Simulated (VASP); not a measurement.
Here is a VASP 6.6.1 calculation.

The input INCAR:

```
ALGO     = Normal         # electronic algorithm
EDIFF    = 1E-6           # SCF threshold, eV
ENCUT    = 520            # plane-wave cutoff, eV
GGA      = CA             # functional
ISIF     = 2              # what is computed and relaxed
ISMEAR   = 0              # smearing method
LASPH    = True           # aspherical terms in the spheres
LCHARG   = True           # write CHGCAR
LELF     = True           # ELF
LREAL    = Auto         
LVHAR    = True         
LWAVE    = False          # write WAVECAR
NBANDS   = 166            # bands
NELM     = 100            # most SCF steps
PREC     = Accurate       # precision mode
SIGMA    = 0.01           # smearing width, eV
```

The input KPOINTS:

```
Automatic mesh
0
Gamma
  2 2 2
  0.5 0.5 0.5
```

Contents of POSCAR:

```
ZnS
1.0
   -5.2968478620     -5.2968478620      5.2968478620
    5.2968478620      5.2968478620      5.2968478620
   -5.2968478620      5.2968478620     -5.2968478620
Zn S
16 16
Direct
    0.7500000000      0.5000000000      0.7500000000
    0.0000000000      0.5000000000      0.5000000000
    0.7500000000      0.7500000000      0.5000000000
    0.2500000000      0.5000000000      0.2500000000
    0.0000000000      0.7500000000      0.2500000000
    0.7500000000      0.0000000000      0.2500000000
    0.5000000000      0.5000000000      0.0000000000
    0.2500000000      0.7500000000      0.0000000000
    0.0000000000      0.0000000000      0.0000000000
    0.7500000000      0.2500000000      0.0000000000
    0.5000000000      0.7500000000      0.7500000000
    0.2500000000      0.0000000000      0.7500000000
    0.0000000000      0.2500000000      0.7500000000
    0.5000000000      0.0000000000      0.5000000000
    0.2500000000      0.2500000000      0.5000000000
    0.5000000000      0.2500000000      0.2500000000
    0.0000000000      0.7500000000      0.0000000000
    0.2500000000      0.7500000000      0.7500000000
    0.0000000000      0.0000000000      0.7500000000
    0.5000000000      0.7500000000      0.5000000000
    0.2500000000      0.0000000000      0.5000000000
    0.0000000000      0.2500000000      0.5000000000
    0.7500000000      0.7500000000      0.2500000000
    0.5000000000      0.0000000000      0.2500000000
    0.2500000000      0.2500000000      0.2500000000
    0.0000000000      0.5000000000      0.2500000000
    0.7500000000      0.0000000000      0.0000000000
    0.5000000000      0.2500000000      0.0000000000
    0.2500000000      0.5000000000      0.0000000000
    0.7500000000      0.2500000000      0.7500000000
    0.5000000000      0.5000000000      0.7500000000
    0.7500000000      0.5000000000      0.5000000000
```

Potentials or basis: VASP PAW LDA potentials, release 64 (Zn, S).

Run with:

```sh
$ cat potpaw_LDA.64/Zn/POTCAR potpaw_LDA.64/S/POTCAR > POTCAR
$ mpirun -np 1 vasp_std > vasp.out
```

Predict the pressure.

0.3 GPa.

What does it give for the band gap on the k mesh?

3.84 eV.

A k mesh can miss the band edges.
